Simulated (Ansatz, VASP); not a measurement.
**Rh: VASP beside Ansatz**

File INCAR:

```
  PREC = Accurate
  ENCUT = 520
  EDIFF = 1E-7
  ISMEAR = 0
  SIGMA = 0.15
  LREAL = F
  LASPH = T
  NELM = 60
  ALGO = Fast
  ISIF = 2
  LWAVE = F
  LCHARG = F
  GGA = PS
  NBANDS = 14
```

The input KPOINTS:

```
Automatic mesh
0
Gamma
  22 22 22
```

File POSCAR:

```
Rh
1.0
    0.0000000000      1.9015500000      1.9205655000
    1.9015500000      0.0000000000      1.9205655000
    1.9015500000      1.9015500000      0.0000000000
Rh
1
Direct
    0.0000000000      0.0000000000      0.0000000000
```

Input for Ansatz:

```yaml
crystal:
  lattice:
    - [0.0, 1.90155, 1.9205655]
    - [1.90155, 0.0, 1.9205655]
    - [1.90155, 1.90155, 0.0]
  atoms:
    - { symbol: Rh, position: [0.0, 0.0, 0.0] }
basis:
  ecutwfc: 420
kpoints:
  mp_grid: { grid: [22, 22, 22] }
hamiltonian:
  xc: pbesol
scf:
  occupations: { method: gaussian, width: 0.15 }
output:
  forces: true
  stress: true
  eigenvalues: true
```

Change from the starting cell: strain +0.0100 x Voigt [0, 0, 1, 0, 0, 0], atoms carried along.

Alike in both runs: task single point; functional PBEsol; k mesh 22 × 22 × 22; occupations gaussian, width 0.15 eV; no spin polarisation.

|  | VASP | Ansatz |
| --- | --- | --- |
| version | VASP 6.6.1 | Ansatz 0.2.0 |
| potentials or method | VASP PAW PBE potentials, release 64 (Rh_pv), cutoff 520 eV | scalar-relativistic, plane waves, PAW |
| valence electrons in the cell | 15 | 17 |

Ansatz gave:

```
gap on the k mesh at the Fermi level (eV)                     : none
pressure (GPa)                                                : -7.7
traceless stress, the component that is largest in VASP (GPa) : -1.61
```

Question: Which values does VASP return?

Answer: gap on the k mesh at the Fermi level (eV): none; pressure (GPa): -7.7; traceless stress, the component that is largest in VASP (GPa): -1.60.

VASP's potentials were made for PBE, not for PBEsol. A gap of «none» marks a metal or a gap that the smearing closes. VASP's potentials hold 15 valence electrons a cell and Ansatz's 17, so a difference there can come from the potentials and not from the codes.
